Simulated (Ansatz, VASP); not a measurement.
## Two plane-wave programs on KF

```xyz
2
Lattice="2.9861 0.0000 0.0000 0.0000 2.9861 0.0000 0.0000 0.0000 3.8819" Properties=species:S:1:pos:R:3 pbc="T T T"
K     0.0000    0.0000    0.0000
F     1.4930    1.4930    1.9409
```

Alike in both runs: task single point; functional PBE; k mesh 8 × 8 × 8; occupations gaussian, width 0.05 eV; no spin polarisation.

|  | VASP | Ansatz |
| --- | --- | --- |
| version | VASP 6.6.1 | Ansatz 0.2.0 |
| potentials or method | VASP PAW PBE potentials, release 64 (K_sv, F), cutoff 520 eV | scalar-relativistic, plane waves, PAW |
| valence electrons in the cell | 16 | 16 |

Ansatz gave:

- gap on the k mesh at the Fermi level (eV): 5.16
- least direct gap on the mesh (eV): 5.26
- pressure (GPa): 0.2
- traceless stress, the component that is largest in VASP (GPa): -16.51

Q: Which values does VASP return?

A: gap on the k mesh at the Fermi level (eV): 5.14; least direct gap on the mesh (eV): 5.24; pressure (GPa): 0.2; traceless stress, the component that is largest in VASP (GPa): -16.54.

The functional is the same, so the differences come from potentials, cutoffs and numerics.
